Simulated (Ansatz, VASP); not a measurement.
**AlGaN in VASP and in Ansatz**

```
Al Ga N
1.0
     3.18546    0.00000    0.00000
    -1.59273    2.75869    0.00000
     0.00000    0.00000    6.38479
Al Ga N
1 1 1
Direct
  0.00000 0.00000 0.50000
  0.33333 0.66667 0.00000
  0.66667 0.33333 0.00000
```

Change from the starting cell: species swapped into the ErNiAs type (P-6m2, No. 187).

Alike in both runs: functional PBE; k mesh 18 × 18 × 8; occupations gaussian, width 0.1 eV; no spin polarisation.

Ansatz relaxed the structure, and its values are those at the end. VASP's run is a single point on that final structure, the one shown.

|  | VASP | Ansatz |
| --- | --- | --- |
| version | VASP 6.6.1 | Ansatz 0.2.0 |
| potentials or method | VASP PAW PBE potentials, release 64 (Al, Ga_d, N), cutoff 520 eV | scalar-relativistic, plane waves, PAW |
| valence electrons in the cell | 21 | 21 |

|  | VASP | Ansatz | Ansatz less VASP |
| --- | --- | --- | --- |
| gap on the k mesh at the Fermi level (eV) | none | none | - |
| pressure (GPa) | -0.2 | 0.0 | +0.16 |

A gap of «none» marks a metal or a gap that the smearing closes.
